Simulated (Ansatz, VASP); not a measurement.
# C: VASP beside Ansatz

```
C
1.0
     2.44491    0.00000    0.00000
    -1.22246    2.11736    0.00000
     0.00000    0.00000    6.65176
C
4
Cartesian
  0.0000 0.0000 1.6629
  0.0000 0.0000 4.9888
  0.0000 1.4116 1.6629
  1.2225 0.7058 4.9888
```

Alike in both runs: functional LDA; k mesh 21 × 21 × 6; occupations gaussian, width 0.1 eV; no spin polarisation.

Ansatz relaxed the structure, and its values are those at the end. VASP's run is a single point on that final structure, the one shown.

```csv
,VASP,Ansatz
version,VASP 6.6.1,Ansatz 0.2.0
potentials or method,"VASP PAW LDA potentials, release 64 (C), cutoff 520 eV","scalar-relativistic, plane waves, PAW"
valence electrons in the cell,16,16
```

|  | VASP | Ansatz | Ansatz less VASP |
| --- | --- | --- | --- |
| gap on the k mesh at the Fermi level (eV) | none | none | - |
| pressure (GPa) | 0.8 | 0.0 | -0.81 |

LDA's correlation is that of Perdew and Zunger in VASP and of Perdew and Wang (1992) in Ansatz. A gap of «none» marks a metal or a gap that the smearing closes.
